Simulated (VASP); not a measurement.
Wanted: the native input for a VASP 6.6.1 run.

```yaml
Task: relaxation of cell and atoms
Functional: PBE
Potentials_or_basis: VASP PAW PBE potentials, release 64 (C)
Cutoff: 600 eV
k_mesh: 12 × 12 × 7
Occupations: fermi-dirac, width 0.1 eV
Spin: no spin polarisation
Target_pressure: 20 GPa
Dipole_correction: no
Further_INCAR_settings: ALGO = Normal; EDIFF = 1e-06; IBRION = 2; EDIFFG = -0.02; NSW = 80; ISIF = 3
```

The structure of C lies in POSCAR:

```
C
1.0
    2.1200000000      0.0000000000      0.0000000000
   -1.0600000000      1.8359738560      0.0000000000
    0.0000000000      0.0000000000      3.4619600000
C
2
Direct
    0.3333333333      0.6666666667      0.2500000000
    0.6666666667      0.3333333333      0.7500000000
```

One way to write it, as run:

INCAR

```
PREC = Accurate ; ENCUT = 600
EDIFF = 1E-6 ; ISMEAR = -1
SIGMA = 0.1 ; LREAL = F
LASPH = T ; NELM = 100
ALGO = Normal ; ISIF = 3
LWAVE = F ; LCHARG = F
GGA = PE ; IBRION = 2
NSW = 80 ; EDIFFG = -0.02
PSTRESS = 200.0
```

KPOINTS

```
regular mesh
0
Gamma
  12 12 7
```

Potentials or basis: VASP PAW PBE potentials, release 64 (C).

Run with:

```sh
$ cat potpaw_PBE.64/C/POTCAR > POTCAR
$ mpirun -np 1 vasp_std > vasp.out
```

Results of the run:

| Quantity | Value |
| --- | --- |
| Relaxed volume | 6.24 Å³/atom |
| Relaxed cell | a = 2.112 Å, b = 2.112 Å, c = 3.229 Å, α = 90.00°, β = 90.00°, γ = 120.00° |
| Space group after relaxing (to 0.05 Å) | P6_3/mmc (No. 194) |
| Energy change on relaxing (the enthalpy is what falls) | +22.6 meV/atom |
| Ionic steps | 13 |
| Pressure after relaxing | 20.0 GPa |
| Band gap on the k mesh | zero (band 4 reaches 16.46 eV, above the bottom of band 5 at 4.39 eV) |

Caveat: the cell is relaxed towards a set pressure, so the enthalpy falls and the energy may rise.

Run time: 20 s on 1 thread of Intel(R) Xeon(R) 6975P-C (Granite Rapids) (shared host), peak memory 0.12 GiB.
